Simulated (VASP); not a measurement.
# Bi (Fd-3m) in VASP: a series of runs

Runs on Bi. Level: PBEsol. Tasks: relaxation of cell and atoms, single point.

Everything below comes from runs of VASP 6.6.1. Logs are shortened: lines on timing, memory, paths and dates and some standing lists are left out, and cuts for length are marked.

## Step 1: The cell of the first run

The structure is cubic, space group Fd-3m (No. 227). Conventional cell: a = 7.007 Å, b = 7.007 Å, c = 7.007 Å, α = 90.00°, β = 90.00°, γ = 90.00°. Within 4.0 Å of Bi (site symmetry -43m) lie 4 Bi at 3.03 Å.

This isn't the form of Bi at room conditions, which is rhombohedral.

## Step 2: Relaxation of cell and atoms, PBEsol

Contents of INCAR:

```
PREC = Accurate
ENCUT = 600
EDIFF = 1E-7
ISMEAR = -1
SIGMA = 0.1
LREAL = False
LASPH = True
NELM = 100
ALGO = Normal
ISIF = 3
LWAVE = False
LCHARG = False
GGA = PS
IBRION = 2
NSW = 80
EDIFFG = -0.01
```

Contents of KPOINTS:

```
Automatic mesh
0
Gamma
  8 8 8
```

Contents of POSCAR:

```
Bi
1.0
    0.0000000000      3.5033007048      3.5033007048
    3.5033007048      0.0000000000      3.5033007048
    3.5033007048      3.5033007048      0.0000000000
Bi
2
Direct
    0.1250000000      0.1250000000      0.1250000000
    0.8750000000      0.8750000000      0.8750000000
```

Potentials or basis: VASP PAW PBE potentials, release 64 (Bi_d).

On the command line:

```console
$ cat potpaw_PBE.64/Bi_d/POTCAR > POTCAR
$ mpirun -np 1 vasp_std > vasp.out
```

OUTCAR:

```text
PREC = Accurate
   ENCUT = 600
   EDIFF = 1E-7
   ISMEAR = -1
   LREAL = False
   LASPH = True
   NELM = 100
   ISIF = 3
   GGA = PS
   IBRION = 2
   NSW = 80
   EDIFFG = -0.01

 ion  position               nearest neighbor table
   1  0.125  0.125  0.125-   2 3.03   2 3.03   2 3.03   2 3.03
   2  0.875  0.875  0.875-   1 3.03   1 3.03   1 3.03   1 3.03

  LATTYP: Found a face centered cubic cell.
 ALAT       =     7.0066014096

  Lattice vectors:

 A1 = (   0.0000000000,   3.5033007048,   3.5033007048)
 A2 = (   3.5033007048,   0.0000000000,   3.5033007048)
 A3 = (   3.5033007048,   3.5033007048,   0.0000000000)

Analysis of symmetry for initial positions (statically):
=====================================================================
 Subroutine PRICEL returns:
 Original cell was already a primitive cell.

 Routine SETGRP: Setting up the symmetry group for a
 face centered cubic supercell.

 Subroutine GETGRP returns: Found 48 space group operations
 (whereof 12 operations were pure point group operations)
 out of a pool of 48 trial point group operations.

The static configuration has the point symmetry D_3d.
 The point group associated with its full space group is O_h .

Analysis of symmetry for dynamics (positions and initial velocities):
=====================================================================
 Subroutine PRICEL returns:
 Original cell was already a primitive cell.

 Routine SETGRP: Setting up the symmetry group for a
 face centered cubic supercell.

 Subroutine GETGRP returns: Found 48 space group operations
 (whereof 12 operations were pure point group operations)
 out of a pool of 48 trial point group operations.

The dynamic configuration has the point symmetry D_3d.
 The point group associated with its full space group is O_h .

 Subroutine INISYM returns: Found 48 space group operations
 (whereof 12 operations are pure point group operations),
 and found     1 'primitive' translations

----------------------------------------------------------------------------------------

                                     Primitive cell

  volume of cell :      85.9928

  direct lattice vectors                    reciprocal lattice vectors
     0.000000000  3.503300705  3.503300705    -0.142722547  0.142722547  0.142722547
     3.503300705  0.000000000  3.503300705     0.142722547 -0.142722547  0.142722547
     3.503300705  3.503300705  0.000000000     0.142722547  0.142722547 -0.142722547

  length of vectors
     4.954415370  4.954415370  4.954415370     0.247202703  0.247202703  0.247202703

  position of ions in fractional coordinates (direct lattice)
     0.125000000  0.125000000  0.125000000
     0.875000000  0.875000000  0.875000000

  ion indices of the primitive-cell ions
   primitive index   ion index
                 1           1
                 2           2

----------------------------------------------------------------------------------------

 KPOINTS: Automatic mesh

Automatic generation of k-mesh.
 Grid dimensions read from file:
 generate k-points for:    8    8    8

 Generating k-lattice:

  Cartesian coordinates                     Fractional coordinates (reciprocal lattice)
    -0.017840318  0.017840318  0.017840318     0.125000000  0.000000000  0.000000000
     0.017840318 -0.017840318  0.017840318     0.000000000  0.125000000  0.000000000
     0.017840318  0.017840318 -0.017840318     0.000000000  0.000000000  0.125000000

  Length of vectors
     0.030900338  0.030900338  0.030900338

  Shift w.r.t. Gamma in fractional coordinates (k-lattice)
     0.000000000  0.000000000  0.000000000

 Subroutine IBZKPT returns following result:
 ===========================================

 Found     29 irreducible k-points:

 Following reciprocal coordinates:
            Coordinates               Weight
  0.000000  0.000000  0.000000      1.000000
  0.125000  0.000000  0.000000      8.000000
  0.250000  0.000000  0.000000      8.000000
  0.375000  0.000000  0.000000      8.000000
  0.500000  0.000000  0.000000      4.000000
  0.125000  0.125000  0.000000      6.000000
[... 16 lines left out ...]
  0.500000  0.250000  0.125000     48.000000
 -0.375000  0.250000  0.125000     24.000000
 [... further k-points ...]
   k-points           NKPTS =     29   k-points in BZ     NKDIM =     29   number of bands    NBANDS=     19
   number of dos      NEDOS =    301   number of ions     NIONS =      2
   total plane-waves  NPLWV =  64000
   dimension x,y,z NGX =    40 NGY =   40 NGZ =   40
   dimension x,y,z NGXF=    80 NGYF=   80 NGZF=   80
   ions per type =               2
   NGX,Y,Z   is equivalent  to a cutoff of  13.42, 13.42, 13.42 a.u.
   NGXF,Y,Z  is equivalent  to a cutoff of  26.84, 26.84, 26.84 a.u.
 SYSTEM =  unknown system
   PREC   = accura    normal or accurate (medium, high low for compatibility)
   ISTART =      0    job   : 0-new  1-cont  2-samecut
   ICHARG =      2    charge: 1-file 2-atom 10-const
   ISPIN  =      1    spin polarized calculation?
   LNONCOLLINEAR =      F non collinear calculations
   LSORBIT =      F    spin-orbit coupling
   LASPH  =      T    aspherical Exc in radial PAW
   ENCUT  =  600.0 eV  44.10 Ry    6.64 a.u.   9.90  9.90  9.90*2*pi/ulx,y,z
   NELM   =    100;   NELMIN=  2; NELMDL= -5     # of ELM steps
   EDIFF  = 0.1E-06   stopping-criterion for ELM
   LREAL  =      F    real-space projection
   EDIFFG = -.1E-01   stopping-criterion for IOM
   NSW    =     80    number of steps for IOM
   IBRION =      2    ionic relax: 0-MD 1-quasi-New 2-CG
   NFREE  =      1    steps in history (QN), initial steepest desc. (CG)
   ISIF   =      3    stress and relaxation
   ISYM   =      2    0-nonsym 1-usesym 2-fastsym
   POTIM  = 0.5000    time-step for ionic-motion
   TEBEG  =    0.0;   TEEND  =   0.0 temperature during run
   PSTRESS=    0.0 pullay stress
   NELECT =      30.0000    total number of electrons
   NUPDOWN=      -1.0000    fix difference up-down
   EMIN   =  10.00;   EMAX   =-10.00  energy-range for DOS
   EFERMI =   0.00;   METHOD = LEGACY
   ISMEAR =    -1;   SIGMA  =   0.10  broadening in eV -4-tet -1-fermi 0-gaus
   EFERMI_NEDOS =   21; number of points for ismear=-14 and -15
   IALGO  =     38    algorithm
   IMIX   =      4    mixing-type and parameters
     AMIX     =   0.40;   BMIX     =  1.00
     AMIX_MAG =   1.60;   BMIX_MAG =  1.00
  volume/ion in A,a.u.               =      43.00       290.15
  Fermi-wavevector in a.u.,A,eV,Ry     =   1.152465  2.177844 18.070933  1.328176
  Thomas-Fermi vector in A             =   2.289116
   LORBIT       =      0    0 simple, 1 ext, 2 COOP (PROOUT), +10 PAW based schemes
   GGA     = PS    functional components
   LHFCALC =     F    Hartree Fock is set to
   AEXX    =    0.0000 exact exchange contribution
   IVDW    =     0    specifies the selected vdW correction
   LEPSILON=     F    determine dielectric tensor
   LRPA    =     F    only Hartree local field effects (RPA)
 conjugate gradient relaxation of ions
 non-spin polarized calculation
  energy-cutoff  :      600.00
  volume of cell :       85.99
 maximum number of plane-waves:      2884
   NGX = 19   NGY = 19   NGZ = 19

--------------------------------------- Ionic step        1  -------------------------------------------

 number of electron      30.0000001 magnetization

 Free energy of the ion-electron system (eV)
  ---------------------------------------------------
  ext. energy  EPLUGINS =         0.00000000
  ---------------------------------------------------
  free energy    TOTEN  =        -8.02393588 eV

  energy without entropy =       -7.97884329  energy(sigma->0) =       -8.00138958

------------------------ aborting loop because EDIFF is reached ----------------------------------------

  FORCE on cell =-STRESS in cart. coord.  units (eV):
  Direction    XX          YY          ZZ          XY          YZ          ZX
  --------------------------------------------------------------------------------------
  -------------------------------------------------------------------------------------
  Total        1.4096794      1.4096794      1.4096794     -0.0000000     -0.0000000      0.0000000
  in kB       26.2644735     26.2644735     26.2644735     -0.0000000     -0.0000000      0.0000000
  external PRESSURE =      26.2644735 kB  Pullay stress =       0.0000000 kB
[... 57 lines left out ...]
  energy  without entropy=       -8.0210493900  energy(sigma->0) =       -8.04138239

--------------------------------------- Ionic step        3  -------------------------------------------

 number of electron      30.0000005 magnetization

 Free energy of the ion-electron system (eV)
  ---------------------------------------------------
  ext. energy  EPLUGINS =         0.00000000
  ---------------------------------------------------
  free energy    TOTEN  =        -8.07103602 eV

  energy without entropy =       -8.02911054  energy(sigma->0) =       -8.05007328

 E-fermi :   3.7691     XC(G=0):  -8.2655

 val. band max:        3.6620836841   @ k =  -0.3750   0.3750   0.1250
 cond. band min:       3.8212602904   @ k =  -0.3750   0.5000   0.1250
 fundamental gap:      0.1591766062
 Fermi energy:         3.7690583039

 k-point     1 :       0.0000    0.0000    0.0000
  band No.  band energies     occupation
      1     -18.9702      2.00000
      2     -18.9702      2.00000
      3     -18.9702      2.00000
      4     -18.9238      2.00000
      5     -18.9238      2.00000
      6     -18.7373      2.00000
[... 11 lines left out ...]
     18       4.6702      0.00024
     19       6.9853      0.00000
[... 489 lines left out ...]
      3     -18.9194      2.00000
      4     -18.8700      2.00000
      5     -18.8610      2.00000
      6     -18.8111      2.00000
[... 11 lines left out ...]
     18       6.9597      0.00000
     19       9.1422      0.00000

 [... further k-points ...]

------------------------ aborting loop because EDIFF is reached ----------------------------------------

  FORCE on cell =-STRESS in cart. coord.  units (eV):
  Direction    XX          YY          ZZ          XY          YZ          ZX
  --------------------------------------------------------------------------------------
  -------------------------------------------------------------------------------------
  Total        0.0013361      0.0013361      0.0013361     -0.0000000     -0.0000000      0.0000000
  in kB        0.0232454      0.0232454      0.0232454     -0.0000000     -0.0000000      0.0000000
  external PRESSURE =       0.0232454 kB  Pullay stress =       0.0000000 kB
[... 17 lines left out ...]
  FREE ENERGIE OF THE ION-ELECTRON SYSTEM (eV)
  ---------------------------------------------------
  free  energy   TOTEN  =        -8.0710360157 eV

  energy  without entropy=       -8.0291105377  energy(sigma->0) =       -8.05007328

 reached required accuracy - stopping structural energy minimisation
```

Run time: 4.7 min. Hardware: 1 thread of Intel Xeon 8259CL, shared host; peak memory 0.27 GiB.

Results:

- Free energy: -8.0710 eV
- Relaxed volume: 46.05 Å³/atom
- Relaxed cell: a = 5.069 Å, b = 5.069 Å, c = 5.069 Å, α = 60.00°, β = 60.00°, γ = 60.00°
- Space group after relaxing (to 0.1 Å): Fd-3m (No. 227)
- Energy gained by relaxing: 23.6 meV/atom
- Ionic steps: 3
- Pressure after relaxing: 0.0 GPa
- Band gap on the k mesh: zero (bands 15 and 16 overlap by 1.10 eV)

The path:
| step | energy change (eV) | largest force (eV/Å) | pressure (GPa) | volume (Å³) |
| --- | --- | --- | --- | --- |
| 1 | 0.0000 | 0.0000 | 2.63 | 85.99 |
| 2 | -0.0378 | 0.0000 | -0.97 | 95.07 |
| 3 | -0.0471 | 0.0000 | 0.00 | 92.09 |

Final structure:
```cif
data_structure
_symmetry_space_group_name_H-M 'P 1'
_symmetry_Int_Tables_number 1
_cell_length_a 5.0689
_cell_length_b 5.0689
_cell_length_c 5.0689
_cell_angle_alpha 60.000
_cell_angle_beta 60.000
_cell_angle_gamma 60.000
_cell_volume 92.09
loop_
_atom_site_label
_atom_site_type_symbol
_atom_site_fract_x
_atom_site_fract_y
_atom_site_fract_z
_atom_site_occupancy
Bi1 Bi 0.12500 0.12500 0.12500 1
Bi2 Bi 0.87500 0.87500 0.87500 1
```

Caveat: the PAW data sets were made with another functional, which shifts forces and pressure a little; spin-orbit coupling is left out, which moves the levels of the heavy elements.

[end of part 1 of 2]

The gap in the log of VASP goes by the Fermi energy; the results here count the filled bands.